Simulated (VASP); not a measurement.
AlNi (rocksalt type), 2 atoms in the cell. It takes space group Fm-3m (No. 225, cubic). The conventional cell has a = 4.315 Å, b = 4.315 Å, c = 4.315 Å, α = 90.00°, β = 90.00°, γ = 90.00°. Within 2.9 Å of Ni (site symmetry m-3m) lie 6 Al at 2.16 Å. Al (site symmetry m-3m) has 6 Ni at 2.16 Å within 2.9 Å. 

* Program: VASP 6.6.1
* Task: single point
* Functional: PBE
* Potentials or basis: VASP PAW PBE potentials, release 64 (Ni, Al)
* Cutoff: 520 eV
* k mesh: 15 × 15 × 15
* Occupations: fermi-dirac, width 0.05 eV
* Spin: no spin polarisation
* Dipole correction: no
* Further INCAR settings: ALGO = Normal; EDIFF = 1e-07; NBANDS = 14

Potentials or basis: VASP PAW PBE potentials, release 64 (Ni, Al).

Run with:

```bash
$ cat potpaw_PBE.64/Ni/POTCAR potpaw_PBE.64/Al/POTCAR > POTCAR
$ mpirun -np 1 vasp_std > vasp.out
```

Hardware: 1 thread of Intel Xeon 8259CL, with other jobs on the host.

Problem. Estimate the wall time of this run.

Solution. Run time: 36 s on 1 thread of Intel Xeon 8259CL, with other jobs on the host, peak memory 0.16 GiB. Counts: scf iterations 14, k points 120.
